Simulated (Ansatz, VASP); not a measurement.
# Two plane-wave programs on GeAu

```
Au Ge
1.0
     3.33878    0.00000    0.00000
     0.00000    3.33878    0.00000
     0.00000    0.00000    3.33878
Au Ge
1 1
Direct
  0.00000 0.00000 0.00000
  0.50000 0.50000 0.50000
```

Alike in both runs: task single point; functional PBEsol; k mesh 10 × 10 × 10; occupations gaussian, width 0.05 eV; no spin polarisation.

|  | VASP | Ansatz |
| --- | --- | --- |
| version | VASP 6.6.1 | Ansatz 0.2.0 |
| potentials or method | VASP PAW PBE potentials, release 64 (Au, Ge_d), cutoff 520 eV | scalar-relativistic, plane waves, PAW |
| valence electrons in the cell | 25 | 33 |

|  | VASP | Ansatz | Ansatz less VASP |
| --- | --- | --- | --- |
| pressure (GPa) | -4.0 | -3.9 | +0.07 |

VASP's potentials were made for PBE, not for PBEsol. VASP's potentials hold 25 valence electrons a cell and Ansatz's 33, so a difference there can come from the potentials and not from the codes.

Spin-orbit coupling is off throughout.
